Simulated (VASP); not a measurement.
# CdTe (F-43m) in VASP: single point with PBE+D3(BJ)

Aim: the single point of CdTe with PBE+D3(BJ).

Program: VASP 6.6.1. These are calculated values, not measurements. Logs are shortened: lines on timing, memory, paths and dates and some standing lists are left out, and cuts for length are marked.

## (1) The cell of the first run

It takes space group F-43m (No. 216, cubic). The conventional cell has a = 6.410 Å, b = 6.410 Å, c = 6.410 Å, α = 90.00°, β = 90.00°, γ = 90.00°. Within 3.7 Å of Cd (site symmetry -43m) lie 4 Te at 2.78 Å. Te (site symmetry -43m) has 4 Cd at 2.78 Å within 3.7 Å.

## (2) Single point, PBE+D3(BJ)

The input, INCAR:

```
PREC     = Accurate       # precision mode
ENCUT    = 500            # plane-wave cutoff, eV
EDIFF    = 1E-6           # SCF threshold, eV
ISMEAR   = 0              # smearing method
SIGMA    = 0.01           # smearing width, eV
LREAL    = F              # projectors in reciprocal space
LASPH    = T              # aspherical terms in the spheres
NELM     = 120            # most SCF steps
ALGO     = Normal         # electronic algorithm
ISIF     = 2              # what is computed and relaxed
LWAVE    = F              # write WAVECAR
LCHARG   = F              # write CHGCAR
GGA      = PE             # functional
IVDW     = 12             # dispersion correction
NBANDS   = 16             # bands
GGA_COMPAT= F
```

The input, KPOINTS:

```
Automatic mesh
0
Gamma
  6 6 6
```

The input, POSCAR:

```
CdTe
1.0
    0.0000000000      3.2050000000      3.2050000000
    3.2050000000      0.0000000000      3.2050000000
    3.2050000000      3.2050000000      0.0000000000
Cd Te
1 1
Direct
    0.0000000000      0.0000000000      0.0000000000
    0.7500000000      0.7500000000      0.7500000000
```

Potentials or basis: VASP PAW PBE potentials, release 64 (Cd, Te).

Started as:

```bash
cat potpaw_PBE.64/Cd/POTCAR potpaw_PBE.64/Te/POTCAR > POTCAR
mpirun -np 1 vasp_std > vasp.out
```

OUTCAR:

```text
PREC = Accurate
   ENCUT = 500
   EDIFF = 1E-6
   ISMEAR = 0
   LREAL = F
   LASPH = T
   NELM = 120
   ISIF = 2
   GGA = PE
   IVDW = 12
 IVDW          = 12

 ion  position               nearest neighbor table
   1  0.000  0.000  0.000-   2 2.78   2 2.78   2 2.78   2 2.78
   2  0.750  0.750  0.750-   1 2.78   1 2.78   1 2.78   1 2.78

  LATTYP: Found a face centered cubic cell.
 ALAT       =     6.4100000000

  Lattice vectors:

 A1 = (   0.0000000000,   3.2050000000,   3.2050000000)
 A2 = (   3.2050000000,   0.0000000000,   3.2050000000)
 A3 = (   3.2050000000,   3.2050000000,   0.0000000000)

Analysis of symmetry for initial positions (statically):
=====================================================================
 Subroutine PRICEL returns:
 Original cell was already a primitive cell.

 Routine SETGRP: Setting up the symmetry group for a
 face centered cubic supercell.

 Subroutine GETGRP returns: Found 24 space group operations
 (whereof 24 operations were pure point group operations)
 out of a pool of 48 trial point group operations.

The static configuration has the point symmetry T_d .

Analysis of symmetry for dynamics (positions and initial velocities):
=====================================================================
 Subroutine PRICEL returns:
 Original cell was already a primitive cell.

 Routine SETGRP: Setting up the symmetry group for a
 face centered cubic supercell.

 Subroutine GETGRP returns: Found 24 space group operations
 (whereof 24 operations were pure point group operations)
 out of a pool of 48 trial point group operations.

The dynamic configuration has the point symmetry T_d .

 Subroutine INISYM returns: Found 24 space group operations
 (whereof 24 operations are pure point group operations),
 and found     1 'primitive' translations

----------------------------------------------------------------------------------------

                                     Primitive cell

  volume of cell :      65.8437

  direct lattice vectors                    reciprocal lattice vectors
     0.000000000  3.205000000  3.205000000    -0.156006240  0.156006240  0.156006240
     3.205000000  0.000000000  3.205000000     0.156006240 -0.156006240  0.156006240
     3.205000000  3.205000000  0.000000000     0.156006240  0.156006240 -0.156006240

  length of vectors
     4.532554467  4.532554467  4.532554467     0.270210734  0.270210734  0.270210734

  position of ions in fractional coordinates (direct lattice)
     0.000000000  0.000000000  0.000000000
     0.750000000  0.750000000  0.750000000

  ion indices of the primitive-cell ions
   primitive index   ion index
                 1           1
                 2           2

----------------------------------------------------------------------------------------

 KPOINTS: Automatic mesh

Automatic generation of k-mesh.
 Grid dimensions read from file:
 generate k-points for:    6    6    6

 Generating k-lattice:

  Cartesian coordinates                     Fractional coordinates (reciprocal lattice)
    -0.026001040  0.026001040  0.026001040     0.166666667  0.000000000  0.000000000
     0.026001040 -0.026001040  0.026001040     0.000000000  0.166666667  0.000000000
     0.026001040  0.026001040 -0.026001040     0.000000000  0.000000000  0.166666667

  Length of vectors
     0.045035122  0.045035122  0.045035122

  Shift w.r.t. Gamma in fractional coordinates (k-lattice)
     0.000000000  0.000000000  0.000000000

 Subroutine IBZKPT returns following result:
 ===========================================

 Found     16 irreducible k-points:

 Following reciprocal coordinates:
            Coordinates               Weight
  0.000000  0.000000  0.000000      1.000000
  0.166667  0.000000  0.000000      8.000000
  0.333333  0.000000  0.000000      8.000000
  0.500000  0.000000  0.000000      4.000000
  0.166667  0.166667  0.000000      6.000000
  0.333333  0.166667  0.000000     24.000000
[... 8 lines left out ...]
 -0.333333  0.333333  0.166667     24.000000
 -0.333333  0.500000  0.166667     12.000000
   k-points           NKPTS =     16   k-points in BZ     NKDIM =     16   number of bands    NBANDS=     16
   number of dos      NEDOS =    301   number of ions     NIONS =      2
   total plane-waves  NPLWV =  46656
   dimension x,y,z NGX =    36 NGY =   36 NGZ =   36
   dimension x,y,z NGXF=    72 NGYF=   72 NGZF=   72
   ions per type =               1   1
   NGX,Y,Z   is equivalent  to a cutoff of  13.20, 13.20, 13.20 a.u.
   NGXF,Y,Z  is equivalent  to a cutoff of  26.41, 26.41, 26.41 a.u.
 SYSTEM =  unknown system
   PREC   = accura    normal or accurate (medium, high low for compatibility)
   ISTART =      0    job   : 0-new  1-cont  2-samecut
   ICHARG =      2    charge: 1-file 2-atom 10-const
   ISPIN  =      1    spin polarized calculation?
   LNONCOLLINEAR =      F non collinear calculations
   LSORBIT =      F    spin-orbit coupling
   LASPH  =      T    aspherical Exc in radial PAW
   ENCUT  =  500.0 eV  36.75 Ry    6.06 a.u.   8.26  8.26  8.26*2*pi/ulx,y,z
   NELM   =    120;   NELMIN=  2; NELMDL= -5     # of ELM steps
   EDIFF  = 0.1E-05   stopping-criterion for ELM
   LREAL  =      F    real-space projection
   EDIFFG = 0.1E-04   stopping-criterion for IOM
   NSW    =      0    number of steps for IOM
   IBRION =     -1    ionic relax: 0-MD 1-quasi-New 2-CG
   NFREE  =      0    steps in history (QN), initial steepest desc. (CG)
   ISIF   =      2    stress and relaxation
   ISYM   =      2    0-nonsym 1-usesym 2-fastsym
   POTIM  = 0.5000    time-step for ionic-motion
   TEBEG  =    0.0;   TEEND  =   0.0 temperature during run
   PSTRESS=    0.0 pullay stress
   NELECT =      18.0000    total number of electrons
   NUPDOWN=      -1.0000    fix difference up-down
   EMIN   =  10.00;   EMAX   =-10.00  energy-range for DOS
   EFERMI =   0.00;   METHOD = LEGACY
   ISMEAR =     0;   SIGMA  =   0.01  broadening in eV -4-tet -1-fermi 0-gaus
   EFERMI_NEDOS =   21; number of points for ismear=-14 and -15
   IALGO  =     38    algorithm
   IMIX   =      4    mixing-type and parameters
     AMIX     =   0.40;   BMIX     =  1.00
     AMIX_MAG =   1.60;   BMIX_MAG =  1.00
  volume/ion in A,a.u.               =      32.92       222.17
  Fermi-wavevector in a.u.,A,eV,Ry     =   1.062497  2.007828 15.359610  1.128899
  Thomas-Fermi vector in A             =   2.197950
   LORBIT       =      0    0 simple, 1 ext, 2 COOP (PROOUT), +10 PAW based schemes
   GGA     = PE    functional components
   LHFCALC =     F    Hartree Fock is set to
   AEXX    =    0.0000 exact exchange contribution
   IVDW    =    12    specifies the selected vdW correction
   LEPSILON=     F    determine dielectric tensor
   LRPA    =     F    only Hartree local field effects (RPA)
 non-spin polarized calculation
 Gauss-broadening in eV      SIGMA  =   0.01
  energy-cutoff  :      500.00
  volume of cell :       65.84
 maximum number of plane-waves:      1687
 NGX is ok and might be reduce to    36
   NGX = 17   NGY = 17   NGZ = 17

 number of electron      17.9999995 magnetization

 Free energy of the ion-electron system (eV)
  ---------------------------------------------------
  ext. energy  EPLUGINS =         0.00000000
  ---------------------------------------------------
  free energy    TOTEN  =        -4.72106103 eV

  energy without entropy =       -4.72106103  energy(sigma->0) =       -4.72106103

 E-fermi :   2.7251     XC(G=0):  -8.7308

 val. band max:        2.6572993607   @ k =   0.0000   0.0000   0.0000
 cond. band min:       3.5293213131   @ k =   0.0000   0.0000   0.0000
 fundamental gap:      0.8720219524
 Fermi energy:         2.7251174670

 k-point     1 :       0.0000    0.0000    0.0000
  band No.  band energies     occupation
      1      -8.7108      2.00000
      2      -5.7523      2.00000
      3      -5.7523      2.00000
      4      -5.7523      2.00000
      5      -5.4667      2.00000
      6      -5.4667      2.00000
[... 8 lines left out ...]
     15      12.0708      0.00000
     16      12.0708      0.00000

 k-point     2 :       0.1667    0.0000    0.0000
  band No.  band energies     occupation
      1      -8.6033      2.00000
      2      -5.7318      2.00000
      3      -5.7318      2.00000
      4      -5.6658      2.00000
      5      -5.4680      2.00000
      6      -5.4680      2.00000
[... 8 lines left out ...]
     15      11.1481      0.00000
     16      11.1481      0.00000

 k-point     3 :       0.3333    0.0000    0.0000
  band No.  band energies     occupation
      1      -8.3882      2.00000
      2      -5.6966      2.00000
      3      -5.6966      2.00000
      4      -5.4637      2.00000
      5      -5.4637      2.00000
      6      -5.3658      2.00000
[... 8 lines left out ...]
     15      11.5788      0.00000
     16      11.5788      0.00000

 k-point     4 :       0.5000    0.0000    0.0000
  band No.  band energies     occupation
      1      -8.2830      2.00000
      2      -5.6830      2.00000
      3      -5.6830      2.00000
      4      -5.4568      2.00000
      5      -5.4568      2.00000
      6      -5.0862      2.00000
[... 8 lines left out ...]
     15      13.0456      0.00000
     16      13.0456      0.00000
[... 172 lines left out ...]
 k-point    14 :       0.5000    0.3333    0.1667
  band No.  band energies     occupation
      1      -8.2526      2.00000
      2      -5.6472      2.00000
      3      -5.6396      2.00000
      4      -5.5138      2.00000
      5      -5.4531      2.00000
      6      -5.1303      2.00000
[... 8 lines left out ...]
     15      13.0544      0.00000
     16      14.2206      0.00000

 k-point    15 :      -0.3333    0.3333    0.1667
  band No.  band energies     occupation
      1      -8.1868      2.00000
      2      -5.6391      2.00000
      3      -5.6233      2.00000
      4      -5.4940      2.00000
      5      -5.4640      2.00000
      6      -4.9186      2.00000
[... 8 lines left out ...]
     15      13.2616      0.00000
     16      13.9883      0.00000

 k-point    16 :      -0.3333    0.5000    0.1667
  band No.  band energies     occupation
      1      -8.1546      2.00000
      2      -5.6101      2.00000
      3      -5.6059      2.00000
      4      -5.5197      2.00000
      5      -5.4532      2.00000
      6      -4.8647      2.00000
[... 8 lines left out ...]
     15      13.8576      0.00000
     16      14.1571      0.00000

------------------------ aborting loop because EDIFF is reached ----------------------------------------

 Edisp (eV)   -0.71063

 E8    (eV) :    -0.3199

  FORCE on cell =-STRESS in cart. coord.  units (eV):
  Direction    XX          YY          ZZ          XY          YZ          ZX
  --------------------------------------------------------------------------------------
  -------------------------------------------------------------------------------------
  Total       0.98762     0.98762     0.98762     0.00000    -0.00000     0.00000
  in kB      24.03179    24.03179    24.03179     0.00000    -0.00000     0.00000
  external pressure =       24.03 kB  Pullay stress =        0.00 kB

 VOLUME and BASIS-vectors are now :
 -----------------------------------------------------------------------------
  energy-cutoff  :      500.00
  volume of cell :       65.84
      direct lattice vectors                 reciprocal lattice vectors
     0.000000000  3.205000000  3.205000000    -0.156006240  0.156006240  0.156006240
     3.205000000  0.000000000  3.205000000     0.156006240 -0.156006240  0.156006240
     3.205000000  3.205000000  0.000000000     0.156006240  0.156006240 -0.156006240

 POSITION                                       TOTAL-FORCE (eV/Angst)
 -----------------------------------------------------------------------------------
      0.00000      0.00000      0.00000         0.000000      0.000000      0.000000
      4.80750      4.80750      4.80750        -0.000000     -0.000000     -0.000000
 -----------------------------------------------------------------------------------
    total drift:                               -0.000000     -0.000000     -0.000000

  FREE ENERGIE OF THE ION-ELECTRON SYSTEM (eV)
  ---------------------------------------------------
  free  energy   TOTEN  =        -5.4316955455 eV

  energy  without entropy=       -5.4316955455  energy(sigma->0) =       -5.43169555
```

It took 10 s on 1 thread of AMD EPYC 9R45 (Zen 5), shared host; peak memory 0.18 GiB.

What came out:

- Free energy: -5.4317 eV
- Pressure: 2.4 GPa
- Band gap on the k mesh: 0.87 eV
- Dispersion energy per atom: -0.355 eV

Caveat: three body term missing; spin-orbit coupling is left out, which moves the levels of the heavy elements. PBE gaps usually lie below the measured ones, often by a third to a half.
